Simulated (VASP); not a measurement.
Here is a VASP 6.6.1 calculation.

POSCAR

```
Bi
1.0
    3.5237269157      0.0000000000      0.0000000000
   -1.7618634579      3.0516370249      0.0000000000
    0.0000000000      0.0000000000      5.7975240340
Bi
2
Direct
    0.3333333333      0.6666666667      0.2500000000
    0.6666666667      0.3333333333      0.7500000000
```

Contents of INCAR.step1:

```
SYSTEM = Bi
PREC = Accurate
ENCUT = 520
ISMEAR = -1
SIGMA = 0.1
LREAL = .FALSE.
LASPH = .TRUE.
NELM = 150
LNONCOLLINEAR = .TRUE.
MAGMOM = 0 0 0 0 0 0
LSORBIT = .TRUE.
GGA_COMPAT = .FALSE.
NBANDS = 42
GGA = PE
ALGO = Normal
EDIFF = 1E-4
LWAVE = .TRUE.
LCHARG = .FALSE.
```

The input INCAR.step2:

```
SYSTEM = Bi
PREC = Accurate
ENCUT = 520
EDIFF = 1E-6
ISMEAR = -1
SIGMA = 0.1
LREAL = .FALSE.
LASPH = .TRUE.
NELM = 150
ALGO = Normal
ISIF = 2
LWAVE = .FALSE.
LCHARG = .FALSE.
LNONCOLLINEAR = .TRUE.
MAGMOM = 0 0 0 0 0 0
LORBIT = 11
LSORBIT = .TRUE.
GGA_COMPAT = .FALSE.
LORBMOM = .TRUE.
METAGGA = R2SCAN
LMIXTAU = .TRUE.
NBANDS = 42
ISTART = 1
```

KPOINTS

```
regular mesh
0
G
  10 10 6
  0 0 0
```

Potentials or basis: VASP PAW PBE potentials, release 64 (Bi_d).

Run with:

```console
$ cat potpaw_PBE.64/Bi_d/POTCAR > POTCAR
$ cp INCAR.step1 INCAR
$ mpirun -np 1 vasp_ncl > vasp.out
$ cp INCAR.step2 INCAR
$ mpirun -np 1 vasp_ncl > vasp.out
```

Q: What does it give for the net moment?

A: 0.00 μB per cell.

Q: Estimate the pressure.

A: 1.2 GPa.

Stress tensor (GPa, compression positive):
```
1.03 0.00 0.00
0.00 1.03 0.00
0.00 0.00 1.42
```

Caveat: the PAW data sets were made with another functional, which shifts forces and pressure a little.
